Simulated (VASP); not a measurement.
# NaH (I4/mmm) in VASP: a series of runs

NaH is run at these levels: PBE, HSE06; tasks: single point.

All numbers are computed with VASP 6.6.1; they aren't measurements. Logs are shortened: lines on timing, memory, paths and dates and some standing lists are left out, and cuts for length are marked.

### Step 1. The cell of the first run

The structure is tetragonal, space group I4/mmm (No. 139). The conventional cell has a = 3.391 Å, b = 3.391 Å, c = 4.566 Å, α = 90.00°, β = 90.00°, γ = 90.00°. Within 3.0 Å of Na (site symmetry 4/mmm) lie 6 H at 2.28 to 2.40 Å. H (site symmetry 4/mmm) has 6 Na at 2.28 to 2.40 Å within 3.0 Å.

### Step 2. Single point, PBE (uniaxial z strain -4.8%)

File INCAR:

```
ALGO     = Normal         # electronic algorithm
EDIFF    = 1E-6           # SCF threshold, eV
ENCUT    = 520            # plane-wave cutoff, eV
GGA      = PE             # functional
ISIF     = 2              # what is computed and relaxed
ISMEAR   = 0              # smearing method
LASPH    = T              # aspherical terms in the spheres
LCHARG   = F              # write CHGCAR
LREAL    = F              # projectors in reciprocal space
LWAVE    = F              # write WAVECAR
NBANDS   = 11             # bands
NELM     = 80             # most SCF steps
PREC     = Accurate       # precision mode
SIGMA    = 0.01           # smearing width, eV
```

File KPOINTS:

```
k-points
0
Gamma
  6 6 6
```

File POSCAR:

```
NaH
1.0
    0.0000000000      2.3975116422      2.2829105857
    2.3975116422      0.0000000000      2.2829105857
    2.3975116422      2.3975116422      0.0000000000
Na H
1 1
Direct
    0.0000000000      0.0000000000      0.0000000000
    0.5000000000      0.5000000000      0.5000000000
```

Potentials or basis: VASP PAW PBE potentials, release 64 (Na_pv, H).

The run is started by

```sh
cat potpaw_PBE.64/Na_pv/POTCAR potpaw_PBE.64/H/POTCAR > POTCAR
mpirun -np 1 vasp_std > vasp.out
```

OUTCAR:

```text
EDIFF = 1E-6
   ENCUT = 520
   GGA = PE
   ISIF = 2
   ISMEAR = 0
   LASPH = T
   LREAL = F
   NELM = 80
   PREC = Accurate

 ion  position               nearest neighbor table
   1  0.000  0.000  0.000-
   2  0.500  0.500  0.500-

  LATTYP: Found a body centered tetragonal cell.
 ALAT       =     3.3905934803
 C/A-ratio  =     1.3466141541

  Lattice vectors:

 A1 = (   0.0000000000,  -2.3975116422,  -2.2829105857)
 A2 = (   0.0000000000,   2.3975116422,  -2.2829105857)
 A3 = (   2.3975116422,   0.0000000000,   2.2829105857)

Analysis of symmetry for initial positions (statically):
=====================================================================
 Subroutine PRICEL returns:
 Original cell was already a primitive cell.

 Routine SETGRP: Setting up the symmetry group for a
 body centered tetragonal supercell.

 Subroutine GETGRP returns: Found 16 space group operations
 (whereof 16 operations were pure point group operations)
 out of a pool of 16 trial point group operations.

The static configuration has the point symmetry D_4h.

Analysis of symmetry for dynamics (positions and initial velocities):
=====================================================================
 Subroutine PRICEL returns:
 Original cell was already a primitive cell.

 Routine SETGRP: Setting up the symmetry group for a
 body centered tetragonal supercell.

 Subroutine GETGRP returns: Found 16 space group operations
 (whereof 16 operations were pure point group operations)
 out of a pool of 16 trial point group operations.

The dynamic configuration has the point symmetry D_4h.

 Subroutine INISYM returns: Found 16 space group operations
 (whereof 16 operations are pure point group operations),
 and found     1 'primitive' translations

----------------------------------------------------------------------------------------

                                     Primitive cell

  volume of cell :      26.2446

  direct lattice vectors                    reciprocal lattice vectors
     0.000000000  2.397511642  2.282910586    -0.208549561  0.208549561  0.219018652
     2.397511642  0.000000000  2.282910586     0.208549561 -0.208549561  0.219018652
     2.397511642  2.397511642  0.000000000     0.208549561  0.208549561 -0.219018652

  length of vectors
     3.310550229  3.310550229  3.390593480     0.367362231  0.367362231  0.367362231

  position of ions in fractional coordinates (direct lattice)
     0.000000000  0.000000000  0.000000000
     0.500000000  0.500000000  0.500000000

  ion indices of the primitive-cell ions
   primitive index   ion index
                 1           1
                 2           2

----------------------------------------------------------------------------------------

 KPOINTS: k-points

Automatic generation of k-mesh.
 Grid dimensions read from file:
 generate k-points for:    6    6    6

 Generating k-lattice:

  Cartesian coordinates                     Fractional coordinates (reciprocal lattice)
    -0.034758260  0.034758260  0.036503109     0.166666667  0.000000000  0.000000000
     0.034758260 -0.034758260  0.036503109     0.000000000  0.166666667  0.000000000
     0.034758260  0.034758260 -0.036503109    -0.000000000 -0.000000000  0.166666667

  Length of vectors
     0.061227038  0.061227038  0.061227038

  Shift w.r.t. Gamma in fractional coordinates (k-lattice)
     0.000000000  0.000000000  0.000000000

 Subroutine IBZKPT returns following result:
 ===========================================

 Found     30 irreducible k-points:

 Following reciprocal coordinates:
            Coordinates               Weight
  0.000000  0.000000  0.000000      1.000000
  0.166667  0.000000  0.000000      8.000000
  0.333333  0.000000  0.000000      8.000000
  0.500000  0.000000  0.000000      4.000000
  0.166667  0.166667  0.000000      2.000000
  0.333333  0.166667  0.000000      8.000000
[... 16 lines left out ...]
  0.333333  0.000000  0.333333      4.000000
  0.500000  0.000000  0.333333     16.000000
 [... further k-points ...]
   k-points           NKPTS =     30   k-points in BZ     NKDIM =     30   number of bands    NBANDS=     11
   number of dos      NEDOS =    301   number of ions     NIONS =      2
   total plane-waves  NPLWV =  21952
   dimension x,y,z NGX =    28 NGY =   28 NGZ =   28
   dimension x,y,z NGXF=    56 NGYF=   56 NGZF=   56
   ions per type =               1   1
   NGX,Y,Z   is equivalent  to a cutoff of  14.06, 14.06, 13.73 a.u.
   NGXF,Y,Z  is equivalent  to a cutoff of  28.12, 28.12, 27.46 a.u.
 SYSTEM =  unknown system
   PREC   = accura    normal or accurate (medium, high low for compatibility)
   ISTART =      0    job   : 0-new  1-cont  2-samecut
   ICHARG =      2    charge: 1-file 2-atom 10-const
   ISPIN  =      1    spin polarized calculation?
   LNONCOLLINEAR =      F non collinear calculations
   LSORBIT =      F    spin-orbit coupling
   LASPH  =      T    aspherical Exc in radial PAW
   ENCUT  =  520.0 eV  38.22 Ry    6.18 a.u.   6.16  6.16  6.30*2*pi/ulx,y,z
   NELM   =     80;   NELMIN=  2; NELMDL= -5     # of ELM steps
   EDIFF  = 0.1E-05   stopping-criterion for ELM
   LREAL  =      F    real-space projection
   EDIFFG = 0.1E-04   stopping-criterion for IOM
   NSW    =      0    number of steps for IOM
   IBRION =     -1    ionic relax: 0-MD 1-quasi-New 2-CG
   NFREE  =      0    steps in history (QN), initial steepest desc. (CG)
   ISIF   =      2    stress and relaxation
   ISYM   =      2    0-nonsym 1-usesym 2-fastsym
   POTIM  = 0.5000    time-step for ionic-motion
   TEBEG  =    0.0;   TEEND  =   0.0 temperature during run
   PSTRESS=    0.0 pullay stress
   NELECT =       8.0000    total number of electrons
   NUPDOWN=      -1.0000    fix difference up-down
   EMIN   =  10.00;   EMAX   =-10.00  energy-range for DOS
   EFERMI =   0.00;   METHOD = LEGACY
   ISMEAR =     0;   SIGMA  =   0.01  broadening in eV -4-tet -1-fermi 0-gaus
   EFERMI_NEDOS =   21; number of points for ismear=-14 and -15
   IALGO  =     38    algorithm
   IMIX   =      4    mixing-type and parameters
     AMIX     =   0.40;   BMIX     =  1.00
     AMIX_MAG =   1.60;   BMIX_MAG =  1.00
  volume/ion in A,a.u.               =      13.12        88.55
  Fermi-wavevector in a.u.,A,eV,Ry     =   1.101771  2.082045 16.516106  1.213900
  Thomas-Fermi vector in A             =   2.238204
   LORBIT       =      0    0 simple, 1 ext, 2 COOP (PROOUT), +10 PAW based schemes
   GGA     = PE    functional components
   LHFCALC =     F    Hartree Fock is set to
   AEXX    =    0.0000 exact exchange contribution
   IVDW    =     0    specifies the selected vdW correction
   LEPSILON=     F    determine dielectric tensor
   LRPA    =     F    only Hartree local field effects (RPA)
 non-spin polarized calculation
 Gauss-broadening in eV      SIGMA  =   0.01
  energy-cutoff  :      520.00
  volume of cell :       26.24
 maximum number of plane-waves:       720
 NGX is ok and might be reduce to    28
   NGX = 13   NGY = 13   NGZ = 13

 number of electron       8.0000001 magnetization

 Free energy of the ion-electron system (eV)
  ---------------------------------------------------
  ext. energy  EPLUGINS =         0.00000000
  ---------------------------------------------------
  free energy    TOTEN  =        -5.07023725 eV

  energy without entropy =       -5.07023725  energy(sigma->0) =       -5.07023725

 E-fermi :  -0.7450     XC(G=0):  -8.0136

 val. band max:       -0.8402748850   @ k =  -0.3333   0.5000   0.1667
 cond. band min:       3.0166884721   @ k =   0.5000   0.0000   0.0000
 fundamental gap:      3.8569633571
 Fermi energy:        -0.7450063511

 k-point     1 :       0.0000    0.0000    0.0000
  band No.  band energies     occupation
      1     -22.8554      2.00000
      2     -22.8554      2.00000
      3     -22.8381      2.00000
      4      -4.6976      2.00000
      5      10.1578      0.00000
      6      15.2136      0.00000
      7      15.2136      0.00000
      8      15.4688      0.00000
      9      16.2983      0.00000
     10      16.2983      0.00000
     11      16.3922      0.00000

 k-point     2 :       0.1667    0.0000    0.0000
  band No.  band energies     occupation
      1     -22.8814      2.00000
      2     -22.8599      2.00000
      3     -22.8452      2.00000
      4      -4.1955      2.00000
      5       8.4578      0.00000
      6      11.9681      0.00000
      7      13.9828      0.00000
      8      14.3849      0.00000
      9      17.2465      0.00000
     10      17.6358      0.00000
     11      17.9274      0.00000

 k-point     3 :       0.3333    0.0000    0.0000
  band No.  band energies     occupation
      1     -22.9403      2.00000
      2     -22.8689      2.00000
      3     -22.8516      2.00000
      4      -2.8564      2.00000
      5       4.9526      0.00000
      6      10.6910      0.00000
      7      12.9517      0.00000
      8      13.5949      0.00000
      9      16.3092      0.00000
     10      17.2808      0.00000
     11      19.1743      0.00000

 k-point     4 :       0.5000    0.0000    0.0000
  band No.  band energies     occupation
      1     -22.9696      2.00000
      2     -22.8734      2.00000
      3     -22.8543      2.00000
      4      -1.7611      2.00000
      5       3.0167      0.00000
      6      10.3822      0.00000
      7      12.5930      0.00000
      8      13.3303      0.00000
      9      15.8528      0.00000
     10      16.8288      0.00000
     11      19.0117      0.00000
[... 239 lines left out ...]
 k-point    22 :      -0.3333    0.5000    0.1667
  band No.  band energies     occupation
      1     -22.9289      2.00000
      2     -22.9165      2.00000
      3     -22.8997      2.00000
      4      -0.8403      2.00000
      5       4.9493      0.00000
      6       6.2128      0.00000
      7       8.2131      0.00000
      8      14.1342      0.00000
      9      14.5850      0.00000
     10      20.7050      0.00000
     11      21.0683      0.00000

 k-point    23 :       0.3333    0.0000    0.3333
  band No.  band energies     occupation
      1     -22.9371      2.00000
      2     -22.8791      2.00000
      3     -22.8700      2.00000
      4      -2.4200      2.00000
      5       5.4034      0.00000
      6      10.3384      0.00000
      7      11.0270      0.00000
      8      11.0830      0.00000
      9      13.0185      0.00000
     10      21.2005      0.00000
     11      23.9466      0.00000

 k-point    24 :       0.5000    0.0000    0.3333
  band No.  band energies     occupation
      1     -22.9497      2.00000
      2     -22.8949      2.00000
      3     -22.8766      2.00000
      4      -1.4036      2.00000
      5       4.3462      0.00000
      6       7.3053      0.00000
      7      10.8585      0.00000
      8      11.5088      0.00000
      9      15.0014      0.00000
     10      21.3337      0.00000
     11      22.9348      0.00000

 [... further k-points ...]
[... 5 lines left out ...]
  --------------------------------------------------------------------------------------
  -------------------------------------------------------------------------------------
  Total        0.2064611      0.2064611      0.5698782      0.0000000      0.0000000     -0.0000000
  in kB       12.6040017     12.6040017     34.7898260      0.0000000      0.0000000     -0.0000000
  external PRESSURE =      19.9992765 kB  Pullay stress =       0.0000000 kB

 VOLUME and BASIS-vectors are now :
 -----------------------------------------------------------------------------
  energy-cutoff  :      520.00
  volume of cell :       26.24
      direct lattice vectors                 reciprocal lattice vectors
     0.000000000  2.397511642  2.282910586    -0.208549561  0.208549561  0.219018652
     2.397511642  0.000000000  2.282910586     0.208549561 -0.208549561  0.219018652
     2.397511642  2.397511642  0.000000000     0.208549561  0.208549561 -0.219018652

 POSITION                                       TOTAL-FORCE (eV/Angst)
 -----------------------------------------------------------------------------------
      0.00000      0.00000      0.00000         0.000000     -0.000000     -0.000000
      2.39751      2.39751      2.28291        -0.000000      0.000000      0.000000
 -----------------------------------------------------------------------------------
    total drift:                               -0.000000      0.000000      0.000000

  FREE ENERGIE OF THE ION-ELECTRON SYSTEM (eV)
  ---------------------------------------------------
  free  energy   TOTEN  =        -5.0702372503 eV

  energy  without entropy=       -5.0702372503  energy(sigma->0) =       -5.07023725
```

It used 13 s of CPU time on 1 thread of AMD EPYC 7R13 Processor (Zen 3), with other jobs on the host.

What came out:

```yaml
Free_energy: -5.0702 eV
Pressure: 2.0 GPa
Band_gap_on_the_k_mesh: 3.86 eV, indirect (least direct gap 4.78 eV)
```

Stress tensor (GPa, compression positive):
```
1.26 0.00 0.00
0.00 1.26 0.00
0.00 0.00 3.48
```

Levels at points of the mesh, in eV from the valence-band top:
| k point | band 1 | band 2 | band 3 | band 4 | band 5 | band 6 | band 7 | band 8 |
| --- | --- | --- | --- | --- | --- | --- | --- | --- |
| (0.00, 0.00, 0.00) | -22.02 | -22.02 | -22.00 | -3.86 | 11.00 | 16.05 | 16.05 | 16.31 |
| (0.50, 0.00, 0.00) | -22.13 | -22.03 | -22.01 | -0.92 | 3.86 | 11.22 | 13.43 | 14.17 |
| (0.50, 0.50, 0.00) | -22.10 | -22.06 | -22.06 | -0.07 | 5.18 | 9.94 | 10.68 | 10.68 |
| (0.50, 0.00, 0.50) | -22.12 | -22.05 | -22.04 | -0.31 | 4.55 | 10.46 | 11.31 | 11.36 |

Caveat: the cell differs from its parent crystal (uniaxial z strain -4.8%). A k mesh can miss the band edges.

(Part 1 of 2 ends here.)
